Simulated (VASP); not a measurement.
# ZnS (Imm2) in VASP: notebook

ZnS is run at these levels: r2SCAN; tasks: single point.

Everything below comes from runs of VASP 6.6.1. Logs are shortened: lines on timing, memory, paths and dates and some standing lists are left out, and cuts for length are marked.

### 1 The cell of the first run

It takes space group Imm2 (No. 44, orthorhombic). Conventional cell: a = 3.811 Å, b = 3.811 Å, c = 5.389 Å, α = 90.00°, β = 90.00°, γ = 90.00°. Within 2.7 Å of Zn (site symmetry mm2) lie 2 S at 2.05 Å. Within 2.7 Å of S (site symmetry mm2) lie 2 Zn at 2.05 Å.

### 2 Single point, r2SCAN (atom 2 (S) moved by (+0.000, -0.600) A along [1 1 0] and z)

Contents of POSCAR:

```
ZnS
1.0
    0.0000000000      2.6945131952      2.6945131952
    2.6945131952      0.0000000000      2.6945131952
    2.6945131952      2.6945131952      0.0000000000
Zn S
1 1
Direct
    0.0000000000      0.0000000000      0.0000000000
    0.6386626347      0.6386626347      0.8613373653
```

Contents of INCAR.step1:

```
SYSTEM = ZnS
PREC     = Accurate       ! precision mode
ENCUT    = 520            ! plane-wave cutoff, eV
ISMEAR   = 0              ! smearing method
SIGMA    = 0.05           ! smearing width, eV
LREAL    = .FALSE.        ! projectors in reciprocal space
LASPH    = .TRUE.         ! aspherical terms in the spheres
NELM     = 100            ! most SCF steps
NBANDS   = 16             ! bands
GGA      = PE             ! functional
ALGO     = Normal         ! electronic algorithm
EDIFF    = 1E-4           ! SCF threshold, eV
LWAVE    = .TRUE.         ! write WAVECAR
LCHARG   = .FALSE.        ! write CHGCAR
```

Contents of INCAR.step2:

```
SYSTEM = ZnS
PREC     = Accurate       ! precision mode
ENCUT    = 520            ! plane-wave cutoff, eV
EDIFF    = 1E-6           ! SCF threshold, eV
ISMEAR   = 0              ! smearing method
SIGMA    = 0.05           ! smearing width, eV
LREAL    = .FALSE.        ! projectors in reciprocal space
LASPH    = .TRUE.         ! aspherical terms in the spheres
NELM     = 100            ! most SCF steps
ALGO     = Normal         ! electronic algorithm
ISIF     = 2              ! what is computed and relaxed
LWAVE    = .FALSE.        ! write WAVECAR
LCHARG   = .FALSE.        ! write CHGCAR
METAGGA  = R2SCAN         ! meta-GGA
LMIXTAU  = .TRUE.       
NBANDS   = 16             ! bands
ISTART   = 1
```

Contents of KPOINTS:

```
regular mesh
0
G
  8 8 8
  0 0 0
```

Potentials or basis: VASP PAW PBE potentials, release 64 (Zn, S).

On the command line:

```bash
$ cat potpaw_PBE.64/Zn/POTCAR potpaw_PBE.64/S/POTCAR > POTCAR
$ cp INCAR.step1 INCAR
$ mpirun -np 1 vasp_std > vasp.out
$ cp INCAR.step2 INCAR
$ mpirun -np 1 vasp_std > vasp.out
```

OUTCAR:

```text
SYSTEM = ZnS
   PREC = Accurate
   ENCUT = 520
   EDIFF = 1E-6
   ISMEAR = 0
   LREAL = .FALSE.
   LASPH = .TRUE.
   NELM = 100
   ISIF = 2
   METAGGA = R2SCAN
   ISTART = 1

 ion  position               nearest neighbor table
   1  0.000  0.000  0.000-   2 2.05   2 2.05   2 2.72   2 2.72
   2  0.639  0.639  0.861-   1 2.05   1 2.05   1 2.72   1 2.72

  LATTYP: Found a face centered cubic cell.
 ALAT       =     5.3890263904

  Lattice vectors:

 A1 = (   0.0000000000,   2.6945131952,   2.6945131952)
 A2 = (   2.6945131952,   0.0000000000,   2.6945131952)
 A3 = (   2.6945131952,   2.6945131952,   0.0000000000)

Analysis of symmetry for initial positions (statically):
=====================================================================
 Subroutine PRICEL returns:
 Original cell was already a primitive cell.

 Routine SETGRP: Setting up the symmetry group for a
 face centered cubic supercell.

 Subroutine GETGRP returns: Found  4 space group operations
 (whereof  4 operations were pure point group operations)
 out of a pool of 48 trial point group operations.

The static configuration has the point symmetry C_2v.

Analysis of symmetry for dynamics (positions and initial velocities):
=====================================================================
 Subroutine PRICEL returns:
 Original cell was already a primitive cell.

 Routine SETGRP: Setting up the symmetry group for a
 face centered cubic supercell.

 Subroutine GETGRP returns: Found  4 space group operations
 (whereof  4 operations were pure point group operations)
 out of a pool of 48 trial point group operations.

The dynamic configuration has the point symmetry C_2v.

 Subroutine INISYM returns: Found  4 space group operations
 (whereof  4 operations are pure point group operations),
 and found     1 'primitive' translations

----------------------------------------------------------------------------------------

                                     Primitive cell

  volume of cell :      39.1265

  direct lattice vectors                    reciprocal lattice vectors
     0.000000000  2.694513195  2.694513195    -0.185562276  0.185562276  0.185562276
     2.694513195  0.000000000  2.694513195     0.185562276 -0.185562276  0.185562276
     2.694513195  2.694513195  0.000000000     0.185562276  0.185562276 -0.185562276

  length of vectors
     3.810617105  3.810617105  3.810617105     0.321403289  0.321403289  0.321403289

  position of ions in fractional coordinates (direct lattice)
     0.000000000  0.000000000  0.000000000
     0.638662635  0.638662635  0.861337365

  ion indices of the primitive-cell ions
   primitive index   ion index
                 1           1
                 2           2

----------------------------------------------------------------------------------------

 KPOINTS: regular mesh

Automatic generation of k-mesh.
 Grid dimensions read from file:
 generate k-points for:    8    8    8

 Generating k-lattice:

  Cartesian coordinates                     Fractional coordinates (reciprocal lattice)
    -0.023195284  0.023195284  0.023195284     0.125000000  0.000000000  0.000000000
     0.023195284 -0.023195284  0.023195284     0.000000000  0.125000000  0.000000000
     0.023195284  0.023195284 -0.023195284     0.000000000  0.000000000  0.125000000

  Length of vectors
     0.040175411  0.040175411  0.040175411

  Shift w.r.t. Gamma in fractional coordinates (k-lattice)
     0.000000000  0.000000000  0.000000000

 Subroutine IBZKPT returns following result:
 ===========================================

 Found     95 irreducible k-points:

 Following reciprocal coordinates:
            Coordinates               Weight
  0.000000  0.000000  0.000000      1.000000
  0.125000  0.000000  0.000000      4.000000
  0.000000  0.000000  0.125000      4.000000
  0.250000  0.000000  0.000000      4.000000
  0.000000  0.000000  0.250000      4.000000
  0.375000  0.000000  0.000000      4.000000
[... 16 lines left out ...]
  0.125000  0.125000 -0.375000      4.000000
 -0.375000  0.125000  0.000000      4.000000
 [... further k-points ...]
   k-points           NKPTS =     95   k-points in BZ     NKDIM =     95   number of bands    NBANDS=     16
   number of dos      NEDOS =    301   number of ions     NIONS =      2
   total plane-waves  NPLWV =  21952
   dimension x,y,z NGX =    28 NGY =   28 NGZ =   28
   dimension x,y,z NGXF=    56 NGYF=   56 NGZF=   56
   ions per type =               1   1
   NGX,Y,Z   is equivalent  to a cutoff of  12.22, 12.22, 12.22 a.u.
   NGXF,Y,Z  is equivalent  to a cutoff of  24.43, 24.43, 24.43 a.u.
 SYSTEM =  ZnS
   PREC   = accura    normal or accurate (medium, high low for compatibility)
   ISTART =      1    job   : 0-new  1-cont  2-samecut
   ICHARG =      0    charge: 1-file 2-atom 10-const
   ISPIN  =      1    spin polarized calculation?
   LNONCOLLINEAR =      F non collinear calculations
   LSORBIT =      F    spin-orbit coupling
   LASPH  =      T    aspherical Exc in radial PAW
   ENCUT  =  520.0 eV  38.22 Ry    6.18 a.u.   7.09  7.09  7.09*2*pi/ulx,y,z
   NELM   =    100;   NELMIN=  2; NELMDL=  0     # of ELM steps
   EDIFF  = 0.1E-05   stopping-criterion for ELM
   LREAL  =      F    real-space projection
   EDIFFG = 0.1E-04   stopping-criterion for IOM
   NSW    =      0    number of steps for IOM
   IBRION =     -1    ionic relax: 0-MD 1-quasi-New 2-CG
   NFREE  =      0    steps in history (QN), initial steepest desc. (CG)
   ISIF   =      2    stress and relaxation
   ISYM   =      2    0-nonsym 1-usesym 2-fastsym
   POTIM  = 0.5000    time-step for ionic-motion
   TEBEG  =    0.0;   TEEND  =   0.0 temperature during run
   PSTRESS=    0.0 pullay stress
   NELECT =      18.0000    total number of electrons
   NUPDOWN=      -1.0000    fix difference up-down
   EMIN   =  10.00;   EMAX   =-10.00  energy-range for DOS
   EFERMI =   0.00;   METHOD = LEGACY
   ISMEAR =     0;   SIGMA  =   0.05  broadening in eV -4-tet -1-fermi 0-gaus
   EFERMI_NEDOS =   21; number of points for ismear=-14 and -15
   IALGO  =     38    algorithm
   IMIX   =      4    mixing-type and parameters
     AMIX     =   0.40;   BMIX     =  1.00
     AMIX_MAG =   1.60;   BMIX_MAG =  1.00
  volume/ion in A,a.u.               =      19.56       132.02
  Fermi-wavevector in a.u.,A,eV,Ry     =   1.263791  2.388219 21.730795  1.597168
  Thomas-Fermi vector in A             =   2.397130
   LORBIT       =      0    0 simple, 1 ext, 2 COOP (PROOUT), +10 PAW based schemes
   METAGGA = R2SCAN    functional components
   LHFCALC =     F    Hartree Fock is set to
   AEXX    =    0.0000 exact exchange contribution
   IVDW    =     0    specifies the selected vdW correction
   LEPSILON=     F    determine dielectric tensor
   LRPA    =     F    only Hartree local field effects (RPA)
 non-spin polarized calculation
 Gauss-broadening in eV      SIGMA  =   0.05
  energy-cutoff  :      520.00
  volume of cell :       39.13
 maximum number of plane-waves:      1067
   NGX = 15   NGY = 15   NGZ = 15

 number of electron      18.0000006 magnetization

 Free energy of the ion-electron system (eV)
  ---------------------------------------------------
  ext. energy  EPLUGINS =         0.00000000
  ---------------------------------------------------
  free energy    TOTEN  =       -17.90827680 eV

  energy without entropy =      -17.90827680  energy(sigma->0) =      -17.90827680

 E-fermi :   2.3561     XC(G=0): -10.2887

 val. band max:        2.1062037676   @ k =   0.0000   0.0000   0.0000
 cond. band min:       4.6725388714   @ k =   0.5000   0.5000   0.0000
 fundamental gap:      2.5663351038
 Fermi energy:         2.3561287921

 k-point     1 :       0.0000    0.0000    0.0000
  band No.  band energies     occupation
      1     -12.1722      2.00000
      2      -5.4568      2.00000
      3      -5.0932      2.00000
      4      -4.7713      2.00000
      5      -4.6936      2.00000
      6      -4.5684      2.00000
[... 8 lines left out ...]
     15      14.1846      0.00000
     16      14.4107      0.00000

 k-point     2 :       0.1250    0.0000    0.0000
  band No.  band energies     occupation
      1     -12.0303      2.00000
      2      -5.5341      2.00000
      3      -4.9981      2.00000
      4      -4.7856      2.00000
      5      -4.6828      2.00000
      6      -4.5745      2.00000
[... 8 lines left out ...]
     15      13.2714      0.00000
     16      14.8825      0.00000

 k-point     3 :       0.0000    0.0000    0.1250
  band No.  band energies     occupation
      1     -12.0725      2.00000
      2      -5.4415      2.00000
      3      -5.0807      2.00000
      4      -4.7667      2.00000
      5      -4.6938      2.00000
      6      -4.5618      2.00000
[... 8 lines left out ...]
     15      13.6864      0.00000
     16      14.7189      0.00000

 k-point     4 :       0.2500    0.0000    0.0000
  band No.  band energies     occupation
      1     -11.6511      2.00000
      2      -5.6713      2.00000
      3      -4.8372      2.00000
      4      -4.8115      2.00000
      5      -4.6387      2.00000
      6      -4.5875      2.00000
[... 8 lines left out ...]
     15      13.3733      0.00000
     16      14.7376      0.00000

 k-point     5 :       0.0000    0.0000    0.2500
  band No.  band energies     occupation
      1     -11.8174      2.00000
      2      -5.4056      2.00000
      3      -5.0426      2.00000
      4      -4.7269      2.00000
      5      -4.6920      2.00000
      6      -4.5397      2.00000
[... 8 lines left out ...]
     15      13.7650      0.00000
     16      14.1541      0.00000

 k-point     6 :       0.3750    0.0000    0.0000
  band No.  band energies     occupation
      1     -11.2003      2.00000
      2      -5.7807      2.00000
      3      -4.8941      2.00000
      4      -4.6646      2.00000
      5      -4.5916      2.00000
      6      -4.5878      2.00000
[... 8 lines left out ...]
     15      14.3596      0.00000
     16      14.8844      0.00000
[... 267 lines left out ...]
 k-point    21 :       0.0000    0.5000    0.1250
  band No.  band energies     occupation
      1     -10.9536      2.00000
      2      -5.8086      2.00000
      3      -4.9288      2.00000
      4      -4.6568      2.00000
      5      -4.5956      2.00000
      6      -4.5419      2.00000
[... 8 lines left out ...]
     15      15.3898      0.00000
     16      16.4777      0.00000

 k-point    22 :       0.1250    0.0000    0.5000
  band No.  band energies     occupation
      1     -11.3301      2.00000
      2      -5.4531      2.00000
      3      -4.9206      2.00000
      4      -4.7601      2.00000
      5      -4.5495      2.00000
      6      -4.3088      2.00000
[... 8 lines left out ...]
     15      15.8082      0.00000
     16      16.6436      0.00000

 k-point    23 :       0.1250    0.1250   -0.3750
  band No.  band energies     occupation
      1     -11.3719      2.00000
      2      -5.3437      2.00000
      3      -4.9893      2.00000
      4      -4.6759      2.00000
      5      -4.5702      2.00000
      6      -4.3264      2.00000
[... 8 lines left out ...]
     15      15.5761      0.00000
     16      16.1855      0.00000

 k-point    24 :      -0.3750    0.1250    0.0000
  band No.  band energies     occupation
      1     -10.9990      2.00000
      2      -5.8091      2.00000
      3      -4.9007      2.00000
      4      -4.6724      2.00000
      5      -4.5895      2.00000
      6      -4.5829      2.00000
[... 8 lines left out ...]
     15      15.2508      0.00000
     16      15.5207      0.00000

 [... further k-points ...]
[... 5 lines left out ...]
  --------------------------------------------------------------------------------------
  -------------------------------------------------------------------------------------
  Total        3.7962947      3.7962947      0.6694221     -4.1709906      0.0000000      0.0000000
  in kB      155.4531605    155.4531605     27.4119332   -170.7964538      0.0000000      0.0000000
  external PRESSURE =     112.7727514 kB  Pullay stress =       0.0000000 kB

 VOLUME and BASIS-vectors are now :
 -----------------------------------------------------------------------------
  energy-cutoff  :      520.00
  volume of cell :       39.13
      direct lattice vectors                 reciprocal lattice vectors
     0.000000000  2.694513195  2.694513195    -0.185562276  0.185562276  0.185562276
     2.694513195  0.000000000  2.694513195     0.185562276 -0.185562276  0.185562276
     2.694513195  2.694513195  0.000000000     0.185562276  0.185562276 -0.185562276

 POSITION                                       TOTAL-FORCE (eV/Angst)
 -----------------------------------------------------------------------------------
      0.00000      0.00000      0.00000         0.000000      0.000000     -2.811455
      4.04177      4.04177      3.44177        -0.000000     -0.000000      2.811455
 -----------------------------------------------------------------------------------
    total drift:                                0.000148      0.000148     -0.002594

  FREE ENERGIE OF THE ION-ELECTRON SYSTEM (eV)
  ---------------------------------------------------
  free  energy   TOTEN  =       -17.9082768018 eV

  energy  without entropy=      -17.9082768018  energy(sigma->0) =      -17.90827680
```

It took 1.8 min on 1 thread of Intel Xeon 6975P-C (Granite Rapids), shared host; peak memory 0.2 GiB.

What came out:

```yaml
Free_energy: -17.9083 eV
Pressure: 11.3 GPa
Largest_force: 2.811 eV/Å
Band_gap_on_the_k_mesh: 2.57 eV, indirect (least direct gap 2.76 eV)
```

Forces in eV/Å, atoms in the order of the input:
```
Zn   0.000  0.000 -2.811
S    0.000  0.000  2.811
```

Stress tensor (GPa, compression positive):
```
 15.55 -17.08   0.00
-17.08  15.55   0.00
  0.00   0.00   2.74
```

Caveat: the cell differs from its parent crystal (atom 2 (S) moved by (+0.000, -0.600) A along [1 1 0] and z); the PAW data sets were made with another functional, which shifts forces and pressure a little.

### 3 Single point, r2SCAN (atom 2 (S) moved by (+0.000, -0.300) A along [1 1 0] and z)

POSCAR, as its differences from that of step 2:

```diff
@@ -9,2 +9,2 @@
     0.0000000000      0.0000000000      0.0000000000
-    0.6386626347      0.6386626347      0.8613373653
+    0.6943313173      0.6943313173      0.8056686827
```

Contents of INCAR.step1:

```
SYSTEM = ZnS
  PREC = Accurate
  ENCUT = 520
  ISMEAR = 0
  SIGMA = 0.05
  LREAL = .False.
  LASPH = .True.
  NELM = 100
  NBANDS = 16
  GGA = PE
  ALGO = Normal
  EDIFF = 1E-4
  LWAVE = .True.
  LCHARG = .False.
```

Contents of INCAR.step2:

```
SYSTEM = ZnS
  PREC = Accurate
  ENCUT = 520
  EDIFF = 1E-6
  ISMEAR = 0
  SIGMA = 0.05
  LREAL = .False.
  LASPH = .True.
  NELM = 100
  ALGO = Normal
  ISIF = 2
  LWAVE = .False.
  LCHARG = .True.
  METAGGA = R2SCAN
  LMIXTAU = .True.
  LELF = .True.
  LVHAR = .True.
  NBANDS = 16
  ISTART = 1
```

Contents of KPOINTS:

```
regular mesh
0
Gamma
  8 8 8
  0 0 0
```

Potentials or basis: VASP PAW PBE potentials, release 64 (Zn, S).

On the command line:

```bash
$ cat potpaw_PBE.64/Zn/POTCAR potpaw_PBE.64/S/POTCAR > POTCAR
$ cp INCAR.step1 INCAR
$ mpirun -np 1 vasp_std > vasp.out
$ cp INCAR.step2 INCAR
$ mpirun -np 1 vasp_std > vasp.out
```

OUTCAR:

```text
SYSTEM = ZnS
   PREC = Accurate
   ENCUT = 520
   EDIFF = 1E-6
   ISMEAR = 0
   LREAL = .False.
   LASPH = .True.
   NELM = 100
   ISIF = 2
   METAGGA = R2SCAN
   ISTART = 1

 ion  position               nearest neighbor table
   1  0.000  0.000  0.000-   2 2.17   2 2.17   2 2.52   2 2.52
   2  0.694  0.694  0.806-   1 2.17   1 2.17   1 2.52   1 2.52

  LATTYP: Found a face centered cubic cell.
 ALAT       =     5.3890263904

  Lattice vectors:

 A1 = (   0.0000000000,   2.6945131952,   2.6945131952)
 A2 = (   2.6945131952,   0.0000000000,   2.6945131952)
 A3 = (   2.6945131952,   2.6945131952,   0.0000000000)
[... 625 lines left out ...]
      5      -4.2539      2.00000
      6      -4.2232      2.00000
[... 8 lines left out ...]
     15      15.0902      0.00000
     16      15.9846      0.00000

 [... further k-points ...]
[... 5 lines left out ...]
  --------------------------------------------------------------------------------------
  -------------------------------------------------------------------------------------
  Total        1.0314174      1.0314174      0.2440889     -1.8374139      0.0000000      0.0000000
  in kB       42.2351546     42.2351546      9.9951137    -75.2396262      0.0000000      0.0000000
  external PRESSURE =      31.4884743 kB  Pullay stress =       0.0000000 kB

 VOLUME and BASIS-vectors are now :
 -----------------------------------------------------------------------------
  energy-cutoff  :      520.00
  volume of cell :       39.13
      direct lattice vectors                 reciprocal lattice vectors
     0.000000000  2.694513195  2.694513195    -0.185562276  0.185562276  0.185562276
     2.694513195  0.000000000  2.694513195     0.185562276 -0.185562276  0.185562276
     2.694513195  2.694513195  0.000000000     0.185562276  0.185562276 -0.185562276

 POSITION                                       TOTAL-FORCE (eV/Angst)
 -----------------------------------------------------------------------------------
      0.00000      0.00000      0.00000        -0.000000     -0.000000     -1.694906
      4.04177      4.04177      3.74177         0.000000      0.000000      1.694906
 -----------------------------------------------------------------------------------
    total drift:                                0.000094      0.000094     -0.016262

  FREE ENERGIE OF THE ION-ELECTRON SYSTEM (eV)
  ---------------------------------------------------
  free  energy   TOTEN  =       -18.6056564547 eV

  energy  without entropy=      -18.6056564547  energy(sigma->0) =      -18.60565645
```

Run time: 97 s. Hardware: 1 thread of Intel Xeon 6975P-C (Granite Rapids), shared host; peak memory 0.2 GiB.

Results:

| Property | Result |
| --- | --- |
| Free energy | -18.6057 eV |
| Pressure | 3.1 GPa |
| Largest force | 1.695 eV/Å |
| Band gap on the k mesh | 2.66 eV, direct |

Forces in eV/Å, atoms in the order of the input:
```
Zn   0.000  0.000 -1.695
S    0.000  0.000  1.695
```

Levels at points of the mesh, in eV from the valence-band top:
```tsv
k point	band 5	band 6	band 7	band 8	band 9	band 10	band 11	band 12	band 13	band 14
(0.00, 0.00, 0.00)	-6.27	-6.24	-0.57	-0.02	0.00	2.66	6.74	6.90	7.17	12.03
(0.50, 0.00, 0.00)	-6.22	-6.09	-5.76	-1.43	-0.69	3.96	6.80	8.25	9.42	12.52
(0.00, 0.00, 0.50)	-6.20	-6.04	-5.08	-1.40	-0.52	3.51	6.43	7.80	9.12	12.65
(0.50, 0.50, 0.00)	-6.19	-6.05	-4.60	-2.57	-2.31	3.23	4.71	11.54	12.39	13.22
(0.00, 0.50, 0.50)	-6.18	-6.05	-4.81	-2.37	-2.21	3.45	4.27	11.62	12.86	13.11
```

Caveat: the cell differs from its parent crystal (atom 2 (S) moved by (+0.000, -0.300) A along [1 1 0] and z); the PAW data sets were made with another functional, which shifts forces and pressure a little.
